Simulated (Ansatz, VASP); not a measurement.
**Two plane-wave programs on TiB3**

```
Ti B
1.0
    -1.51027    1.51027    3.59043
     1.51027   -1.51027    3.59043
     1.51027    1.51027   -3.59043
Ti B
1 3
Direct
  0.00000 0.00000 0.00000
  0.50000 0.50000 0.00000
  0.75000 0.25000 0.50000
  0.25000 0.75000 0.50000
```

Alike in both runs: functional PBEsol; k mesh 20 × 20 × 20; occupations gaussian, width 0.1 eV; no spin polarisation.

Ansatz relaxed the structure, and its values are those at the end. VASP's run is a single point on that final structure, the one shown.

|  | VASP | Ansatz |
| --- | --- | --- |
| version | VASP 6.6.1 | Ansatz 0.2.0 |
| potentials or method | VASP PAW PBE potentials, release 64 (Ti_sv, B), cutoff 520 eV | scalar-relativistic, plane waves, PAW |
| valence electrons in the cell | 21 | 21 |

|  | VASP | Ansatz | Ansatz less VASP |
| --- | --- | --- | --- |
| gap on the k mesh at the Fermi level (eV) | none | none | - |
| pressure (GPa) | 0.0 | 0.0 | -0.03 |

VASP's potentials were made for PBE, not for PBEsol. A gap of «none» marks a metal or a gap that the smearing closes.
